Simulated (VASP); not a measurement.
# HfGe (Pm-3m) in VASP: a series of runs, part 2 of 2

VASP 6.6.1.

### 5 Single point, HSE06

This run uses another cell than the first one, of 19.00 Å³/atom, 0.886 times its volume.

File POSCAR:

```
HfGe
1.0
    3.3619595672      0.0000000000      0.0000000000
    0.0000000000      3.3619595672      0.0000000000
    0.0000000000      0.0000000000      3.3619595672
Hf Ge
1 1
Direct
    0.0000000000      0.0000000000      0.0000000000
    0.5000000000      0.5000000000      0.5000000000
```

File INCAR.step1:

```
SYSTEM = HfGe
ALGO     = Normal         ! electronic algorithm
EDIFF    = 1E-5           ! SCF threshold, eV
ENCUT    = 520            ! plane-wave cutoff, eV
GGA      = PE             ! functional
ISIF     = 2              ! what is computed and relaxed
ISMEAR   = -1             ! smearing method
LASPH    = .TRUE.         ! aspherical terms in the spheres
LCHARG   = .FALSE.        ! write CHGCAR
LREAL    = .FALSE.        ! projectors in reciprocal space
LWAVE    = .TRUE.         ! write WAVECAR
NBANDS   = 19             ! bands
NELM     = 100            ! most SCF steps
PREC     = Accurate       ! precision mode
SIGMA    = 0.05           ! smearing width, eV
```

File INCAR.step2:

```
SYSTEM = HfGe
ALGO     = Normal         ! electronic algorithm
EDIFF    = 1E-6           ! SCF threshold, eV
ENCUT    = 520            ! plane-wave cutoff, eV
GGA      = PE             ! functional
HFSCREEN = 0.2079         ! screening, 1/A
ISIF     = 2              ! what is computed and relaxed
ISMEAR   = -1             ! smearing method
ISTART   = 1            
LASPH    = .TRUE.         ! aspherical terms in the spheres
LCHARG   = .FALSE.        ! write CHGCAR
LHFCALC  = .TRUE.         ! exact exchange
LREAL    = .FALSE.        ! projectors in reciprocal space
LWAVE    = .FALSE.        ! write WAVECAR
NBANDS   = 19             ! bands
NELM     = 100            ! most SCF steps
PREC     = Accurate       ! precision mode
PRECFOCK = Normal       
SIGMA    = 0.05           ! smearing width, eV
```

File KPOINTS:

```
k-points
0
G
  4 4 4
  0 0 0
```

Potentials or basis: VASP PAW PBE potentials, release 64 (Hf_pv, Ge_d).

Command:

```sh
cat potpaw_PBE.64/Hf_pv/POTCAR potpaw_PBE.64/Ge_d/POTCAR > POTCAR
cp INCAR.step1 INCAR
mpirun -np 1 vasp_std > vasp.out
cp INCAR.step2 INCAR
mpirun -np 1 vasp_std > vasp.out
```

OUTCAR:

```text
SYSTEM = HfGe
   EDIFF = 1E-6
   ENCUT = 520
   GGA = PE
   HFSCREEN = 0.2079
   ISIF = 2
   ISMEAR = -1
   ISTART = 1
   LASPH = .TRUE.
   LHFCALC = .TRUE.
   LREAL = .FALSE.
   NELM = 100
   PREC = Accurate
   PRECFOCK = Normal

 ion  position               nearest neighbor table
   1  0.000  0.000  0.000-   2 2.91   2 2.91   2 2.91   2 2.91   2 2.91   2 2.91   2 2.91   2 2.91

   2  0.500  0.500  0.500-   1 2.91   1 2.91   1 2.91   1 2.91   1 2.91   1 2.91   1 2.91   1 2.91

  LATTYP: Found a simple cubic cell.
 ALAT       =     3.3619595672

  Lattice vectors:

 A1 = (   3.3619595672,   0.0000000000,   0.0000000000)
 A2 = (   0.0000000000,   3.3619595672,   0.0000000000)
 A3 = (   0.0000000000,   0.0000000000,   3.3619595672)

Analysis of symmetry for initial positions (statically):
=====================================================================
 Subroutine PRICEL returns:
 Original cell was already a primitive cell.

 Routine SETGRP: Setting up the symmetry group for a
 simple cubic supercell.

 Subroutine GETGRP returns: Found 48 space group operations
[... 9 lines left out ...]

 Routine SETGRP: Setting up the symmetry group for a
 simple cubic supercell.

 Subroutine GETGRP returns: Found 48 space group operations
[... 11 lines left out ...]
                                     Primitive cell

  volume of cell :      37.9995

  direct lattice vectors                    reciprocal lattice vectors
     3.361959567  0.000000000  0.000000000     0.297445576  0.000000000  0.000000000
     0.000000000  3.361959567  0.000000000     0.000000000  0.297445576  0.000000000
     0.000000000  0.000000000  3.361959567     0.000000000  0.000000000  0.297445576

  length of vectors
     3.361959567  3.361959567  3.361959567     0.297445576  0.297445576  0.297445576

  position of ions in fractional coordinates (direct lattice)
     0.000000000  0.000000000  0.000000000
[... 83 lines left out ...]
     AMIX_MAG =   1.60;   BMIX_MAG =  1.00
  volume/ion in A,a.u.               =      19.00       128.22
  Fermi-wavevector in a.u.,A,eV,Ry     =   1.404600  2.654310 26.842962  1.972902
  Thomas-Fermi vector in A             =   2.527146
   LORBIT       =      0    0 simple, 1 ext, 2 COOP (PROOUT), +10 PAW based schemes
   GGA     = PE    functional components
   LHFCALC =     T    Hartree Fock is set to
   PRECFOCK=normal    Normal, Fast or Accurate (Low or Medium for compatibility)
   ENCUT4O =  -1.0   cutoff for four orbital integrals eV
   NKREDX  =     1    reduce k-point grid by
   NKREDY  =     1    reduce k-point grid by
   NKREDZ  =     1    reduce k-point grid by
   AEXX    =    0.2500 exact exchange contribution
   HFSCREEN=    0.2079 screening length (either q_TF or 0.3 A-1)
   HFSCREENC=   0.2079 screening length for correlation (either q_TF or 0.3 A-1)
   ENCUTFOCK=  -1.0 apply spherical cutoff to Coloumb kernel
   IVDW    =     0    specifies the selected vdW correction
   LEPSILON=     F    determine dielectric tensor
   LRPA    =     F    only Hartree local field effects (RPA)
 non-spin polarized calculation
  energy-cutoff  :      520.00
  volume of cell :       38.00
 maximum number of plane-waves:      1064
 NGX is ok and might be reduce to    28
  NGX = 20; NGY = 20; NGZ = 20

 number of electron      24.0000002 magnetization

 Free energy of the ion-electron system (eV)
  ---------------------------------------------------
  ext. energy  EPLUGINS =         0.00000000
  ---------------------------------------------------
  free energy    TOTEN  =       -17.04469348 eV

  energy without entropy =      -17.03416464  energy(sigma->0) =      -17.03942906

 E-fermi :   6.5090     XC(G=0):  -9.5910

 val. band max:        6.4131937956   @ k =   0.2500   0.2500   0.0000
 cond. band min:       6.8926853914   @ k =   0.5000   0.2500   0.0000
 fundamental gap:      0.4794915958
 Fermi energy:         6.5089576427

 k-point     1 :       0.0000    0.0000    0.0000
  band No.  band energies     occupation
      1     -26.7670      2.00000
      2     -26.7670      2.00000
      3     -26.7670      2.00000
      4     -21.1254      2.00000
      5     -21.1254      2.00000
      6     -21.1012      2.00000
[... 197 lines left out ...]
      6     -21.1068      2.00000
[... 11 lines left out ...]
     18      14.8799      0.00000
     19      16.0069      0.00000

------------------------ aborting loop because EDIFF is reached ----------------------------------------

  FORCE on cell =-STRESS in cart. coord.  units (eV):
  Direction    XX          YY          ZZ          XY          YZ          ZX
  --------------------------------------------------------------------------------------
  -------------------------------------------------------------------------------------
  Total       -0.3220832     -0.3220832     -0.3220832     -0.0000000     -0.0000000     -0.0000000
  in kB      -13.5800443    -13.5800443    -13.5800443     -0.0000000     -0.0000000     -0.0000000
  external PRESSURE =     -13.5800443 kB  Pullay stress =       0.0000000 kB

 VOLUME and BASIS-vectors are now :
 -----------------------------------------------------------------------------
  energy-cutoff  :      520.00
  volume of cell :       38.00
      direct lattice vectors                 reciprocal lattice vectors
     3.361959567  0.000000000  0.000000000     0.297445576  0.000000000  0.000000000
     0.000000000  3.361959567  0.000000000     0.000000000  0.297445576  0.000000000
     0.000000000  0.000000000  3.361959567     0.000000000  0.000000000  0.297445576

 POSITION                                       TOTAL-FORCE (eV/Angst)
 -----------------------------------------------------------------------------------
      0.00000      0.00000      0.00000         0.000000      0.000000      0.000000
      1.68098      1.68098      1.68098         0.000000      0.000000      0.000000
 -----------------------------------------------------------------------------------
    total drift:                                0.000003      0.000002      0.000003

  FREE ENERGIE OF THE ION-ELECTRON SYSTEM (eV)
  ---------------------------------------------------
  free  energy   TOTEN  =       -17.0446934829 eV

  energy  without entropy=      -17.0341646446  energy(sigma->0) =      -17.03942906
```

OUTCAR.step1:

```text
SYSTEM = HfGe
   EDIFF = 1E-5
   ENCUT = 520
   GGA = PE
   ISIF = 2
   ISMEAR = -1
   LASPH = .TRUE.
[... 425 lines left out ...]
      0.00000      0.00000      0.00000         0.000000      0.000000      0.000000
      1.68098      1.68098      1.68098         0.000000      0.000000      0.000000
 -----------------------------------------------------------------------------------
    total drift:                                0.000000      0.000000      0.000000

  FREE ENERGIE OF THE ION-ELECTRON SYSTEM (eV)
  ---------------------------------------------------
  free  energy   TOTEN  =       -14.9095570737 eV

  energy  without entropy=      -14.8844601008  energy(sigma->0) =      -14.89700859
```

Wall time 6.4 min (1 thread of Intel Xeon 6975P-C (Granite Rapids), shared host); peak memory 0.27 GiB.

Results:

```yaml
Free_energy: -17.0447 eV
Pressure: -1.4 GPa
Band_gap_on_the_k_mesh: zero (band 12 reaches 8.49 eV, above the bottom of band 13 at 6.03 eV)
```

Caveat: the k points lie up to 0.47 Å⁻¹ apart; the PAW data sets were made with another functional, which shifts forces and pressure a little; spin-orbit coupling is left out, which moves the levels of the heavy elements.

### 6 Single point, PBE

This run uses another cell than the first one, of 18.83 Å³/atom, 0.878 times its volume.

File INCAR:

```
  PREC = Accurate
  ENCUT = 520
  EDIFF = 1E-7
  ISMEAR = -1
  SIGMA = 0.05
  LREAL = F
  LASPH = T
  NELM = 60
  ALGO = Normal
  ISIF = 2
  LWAVE = F
  LCHARG = F
  GGA = PE
  NBANDS = 19
```

File KPOINTS:

```
regular mesh
0
Gamma
  8 8 8
```

File POSCAR:

```
HfGe
1.0
    3.3517551278      0.0000000000      0.0000000000
    0.0000000000      3.3517551278      0.0000000000
    0.0000000000      0.0000000000      3.3517551278
Hf Ge
1 1
Direct
    0.0000000000      0.0000000000      0.0000000000
    0.5000000000      0.5000000000      0.5000000000
```

Potentials or basis: VASP PAW PBE potentials, release 64 (Hf_pv, Ge_d).

Command:

```sh
cat potpaw_PBE.64/Hf_pv/POTCAR potpaw_PBE.64/Ge_d/POTCAR > POTCAR
mpirun -np 1 vasp_std > vasp.out
```

Run time: 40 s. Hardware: 1 thread of Intel Xeon 6975P-C, shared host; peak memory 0.17 GiB.

The run converged. Its results:

```yaml
Free_energy: -14.9877 eV
Pressure: -0.4 GPa
Band_gap_on_the_k_mesh: zero (band 12 reaches 8.39 eV, above the bottom of band 13 at 6.05 eV)
```

Levels at points of the mesh, in eV from the Fermi level:
| k point | band 10 | band 11 | band 12 | band 13 | band 14 | band 15 |
| --- | --- | --- | --- | --- | --- | --- |
| (0.00, 0.00, 0.00) | -1.48 | -1.48 | 1.90 | 1.90 | 1.90 | 3.59 |
| (0.50, 0.00, 0.00) | -6.37 | -0.58 | -0.44 | -0.44 | 3.90 | 5.07 |
| (0.50, 0.50, 0.00) | -2.97 | -2.97 | -1.85 | 1.65 | 1.65 | 4.05 |
| (0.50, 0.50, 0.50) | -4.33 | -4.33 | -4.33 | 3.72 | 3.72 | 3.72 |

Caveat: spin-orbit coupling is left out, which moves the levels of the heavy elements.

### 7 Summary

| task | level | spin | cell | k mesh | cutoff (eV) | grid for exact exchange (PRECFOCK) | screening parameter | gap on the mesh (eV) | pressure (GPa) |
| --- | --- | --- | --- | --- | --- | --- | --- | --- | --- |
| single point | revPBE | off | a = 3.501 Å, 2 atoms | 8 × 8 × 8 | 520 | - | - | none | -10.0 |
| relaxation of cell and atoms | RPBE | off | relaxed from a = 3.501 Å, 2 atoms | 8 × 8 × 8 | 600 | - | - | none | -0.1 |
| single point | PBEsol | non-collinear, zero start, SOC | a = 3.501 Å, 2 atoms | 6 × 6 × 6 | 520 | - | - | - | -15.9 |
| single point | HSE06 | off | a = 3.362 Å, 2 atoms | 4 × 4 × 4 | 520 | Normal | 0.2079 1/Å | none | -1.4 |
| single point | PBE | off | a = 3.352 Å, 2 atoms | 8 × 8 × 8 | 520 | - | - | none | -0.4 |

Alike in all rows: potentials or basis VASP PAW PBE potentials, release 64 (Hf_pv, Ge_d); smearing fermi-dirac 0.05 eV.

Caveats: some runs use coarse meshes; the PAW data sets were made with another functional, which shifts forces and pressure a little (some runs); spin-orbit coupling is left out, which moves the levels of the heavy elements (some runs).

Total energies depend on the potentials used, so only differences within one code and one set of settings carry meaning.
